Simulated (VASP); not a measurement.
Input of a VASP 6.6.1 run:

INCAR

```
ALGO = Normal
EDIFF = 1E-7
ENCUT = 520
GGA = PS
ISIF = 2
ISMEAR = 0
ISPIN = 2
LASPH = T
LCHARG = F
LMAXMIX = 4
LORBIT = 11
LREAL = F
LWAVE = F
MAGMOM = 2.16
NBANDS = 14
NELM = 150
PREC = Accurate
SIGMA = 0.05
```

KPOINTS

```
k-points
0
Gamma
  24 24 24
```

POSCAR

```
Fe
1.0
   -1.3367158067      1.3367158067      1.3367158067
    1.3367158067     -1.3367158067      1.3367158067
    1.3367158067      1.3367158067     -1.3367158067
Fe
1
Direct
    0.0000000000      0.0000000000      0.0000000000
```

Potentials or basis: VASP PAW PBE potentials, release 64 (Fe).

Run with:

```console
$ cat potpaw_PBE.64/Fe/POTCAR > POTCAR
$ mpirun -np 1 vasp_std > vasp.out
```

Q: What does it give for the pressure?

A: 37.2 GPa.

Q: What does it give for the net moment?

A: 1.89 μB per cell.

Caveat: the PAW data sets were made with another functional, which shifts forces and pressure a little.
